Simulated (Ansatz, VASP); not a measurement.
**Cu: VASP beside Ansatz**

Contents of INCAR:

```
PREC = Accurate ; ENCUT = 520
EDIFF = 1E-6 ; ISMEAR = 0
SIGMA = 0.15 ; LREAL = False
LASPH = True ; NELM = 60
ALGO = Fast ; ISIF = 2
LWAVE = False ; LCHARG = False
GGA = PS ; NBANDS = 18
```

Contents of KPOINTS:

```
Automatic mesh
0
Gamma
  24 24 14
```

File POSCAR:

```
Cu
1.0
    2.6055169476      0.0000000000      0.0000000000
   -1.3027584738      2.2564438667      0.0000000000
    0.0000000000      0.0000000000      3.8902002758
Cu
2
Direct
    0.3333333333      0.6666666667      0.2500000000
    0.6666666667      0.3333333333      0.7500000000
```

Input for Ansatz:

```yaml
crystal:
  lattice:
    - [2.6055169476, 0.0, 0.0]
    - [-1.3027584738, 2.2564438667, 0.0]
    - [0.0, 0.0, 3.8902002758]
  atoms:
    - { symbol: Cu, position: [0.3333333333, 0.6666666667, 0.25] }
    - { symbol: Cu, position: [0.6666666667, 0.3333333333, 0.75] }
basis:
  ecutwfc: 420
kpoints:
  mp_grid: { grid: [24, 24, 14] }
hamiltonian:
  xc: pbesol
scf:
  occupations: { method: gaussian, width: 0.15 }
output:
  forces: true
  stress: true
  eigenvalues: true
```

Alike in both runs: task single point; functional PBEsol; k mesh 24 × 24 × 14; occupations gaussian, width 0.15 eV; no spin polarisation.

|  | VASP | Ansatz |
| --- | --- | --- |
| version | VASP 6.6.1 | Ansatz 0.2.0 |
| potentials or method | VASP PAW PBE potentials, release 64 (Cu), cutoff 520 eV | scalar-relativistic, plane waves, PAW |
| valence electrons in the cell | 22 | 38 |

|  | VASP | Ansatz | Ansatz less VASP |
| --- | --- | --- | --- |
| gap on the k mesh at the Fermi level (eV) | none | none | - |
| pressure (GPa) | 0.5 | -0.1 | -0.58 |
| traceless stress, the component that is largest in VASP (GPa) | 10.59 | 10.68 | +0.091 |

VASP's potentials were made for PBE, not for PBEsol. A gap of «none» marks a metal or a gap that the smearing closes. VASP's potentials hold 22 valence electrons a cell and Ansatz's 38, so a difference there can come from the potentials and not from the codes.
